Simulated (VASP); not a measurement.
AlN: elastic constants with LDA

AlN:

```
Al N
1.0
     3.08876    0.00000    0.00000
    -1.54438    2.67495    0.00000
     0.00000    0.00000    4.94326
Al N
2 2
Direct
  0.33333 0.66667 0.99901
  0.66667 0.33333 0.49901
  0.33333 0.66667 0.38099
  0.66667 0.33333 0.88099
```

* Program: VASP 6.6.1
* Task: elastic constants
* Functional: LDA
* Potentials or basis: VASP PAW LDA potentials, release 64 (Al, N)
* Cutoff: 600 eV
* k mesh: 8 × 8 × 4
* Occupations: gaussian, width 0.01 eV
* Spin: no spin polarisation
* Dipole correction: no
* Ions in elastic constants: relaxed
* Further INCAR settings: ALGO = Normal; EDIFF = 1e-08; NBANDS = 16; IBRION = 6; POTIM = 0.015; NSW = 1; ISIF = 3

- Voigt bulk modulus: 213 GPa
- Highest phonon frequency at Γ, LO-TO splitting left out: 734 cm⁻¹

Phonon frequencies in cm⁻¹ (negative: imaginary):
```csv
q point,frequencies
"(0.000, 0.000, 0.000)",0 0 0 239 239 555 627 674 674 685 685 734
```

Elastic tensor in Voigt notation (GPa, in the Cartesian axes of the cell as first typed):
```
399 146 114   0   0   0
146 399 114   0   0   0
114 114 371   0   0   0
  0   0   0 115   0   0
  0   0   0   0 115   0
  0   0   0   0   0 126
```

Clamped-ion elastic tensor (GPa):
```
479 108  67   0   0   0
108 479  67   0   0   0
 67  67 475   0   0   0
  0   0   0 132   0   0
  0   0   0   0 132   0
  0   0   0   0   0 185
```

Run time: 6.5 min on 1 thread of Intel(R) Xeon(R) 6975P-C (Granite Rapids) (shared host), peak memory 0.29 GiB.
